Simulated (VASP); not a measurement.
Write the native input for VASP 6.6.1 that does the following.

* Task: relaxation of the atoms
* Functional: PBE
* Potentials or basis: VASP PAW PBE potentials, release 64 (Si)
* Cutoff: 520 eV
* k mesh: 2 × 2 × 2
* Occupations: gaussian, width 0.02 eV
* Spin: no spin polarisation
* Dipole correction: no
* Further INCAR settings: LREAL = Auto; ALGO = Normal; EDIFF = 1e-07; IBRION = 2; EDIFFG = -0.03; NSW = 80

The structure of Si (a cell with a defect) lies in POSCAR:

```
Si
1.0
    0.0000000000      5.4300000000      5.4300000000
    5.4300000000      0.0000000000      5.4300000000
    5.4300000000      5.4300000000      0.0000000000
Si
17
Direct
    0.0000000000      0.0000000000      0.0000000000
    0.1250000000      0.1250000000      0.1250000000
    0.0000000000      0.0000000000      0.5000000000
    0.1250000000      0.1250000000      0.6250000000
    0.0000000000      0.5000000000      0.0000000000
    0.1250000000      0.6250000000      0.1250000000
    0.0000000000      0.5000000000      0.5000000000
    0.1250000000      0.6250000000      0.6250000000
    0.5000000000      0.0000000000      0.0000000000
    0.6250000000      0.1250000000      0.1250000000
    0.5000000000      0.0000000000      0.5000000000
    0.6250000000      0.1250000000      0.6250000000
    0.5000000000      0.5000000000      0.0000000000
    0.6250000000      0.6250000000      0.1250000000
    0.5000000000      0.5000000000      0.5000000000
    0.6250000000      0.6250000000      0.6250000000
    0.3719517100      0.3786011900      0.3739693500
```

One way to write it, as run:

INCAR

```
SYSTEM = Si
ALGO = Normal
EDIFF = 1E-7
EDIFFG = -0.03
ENCUT = 520
GGA = PE
IBRION = 2
ISIF = 2
ISMEAR = 0
LASPH = .True.
LCHARG = .False.
LREAL = Auto
LWAVE = .False.
NELM = 60
NSW = 80
PREC = Accurate
SIGMA = 0.02
```

KPOINTS

```
k-points
0
Gamma
  2 2 2
  0 0 0
```

Potentials or basis: VASP PAW PBE potentials, release 64 (Si).

Launch:

```bash
$ cat potpaw_PBE.64/Si/POTCAR > POTCAR
$ mpirun -np 1 vasp_std > vasp.out
```

Results of the run:

| Quantity | Value |
| --- | --- |
| Energy gained by relaxing | 7.2 meV/atom |
| Ionic steps | 6 |
| Pressure after relaxing | 5.3 GPa |
| Largest force after relaxing | 0.014 eV/Å |
| Band gap on the k mesh | zero (bands 34 and 35 overlap by 0.25 eV) |

Caveat: the k points lie up to 0.50 Å⁻¹ apart.

It took 8.4 min on 1 thread of Intel(R) Xeon(R) Platinum 8559C (Emerald Rapids), with other jobs on the host, peak memory 0.53 GiB.
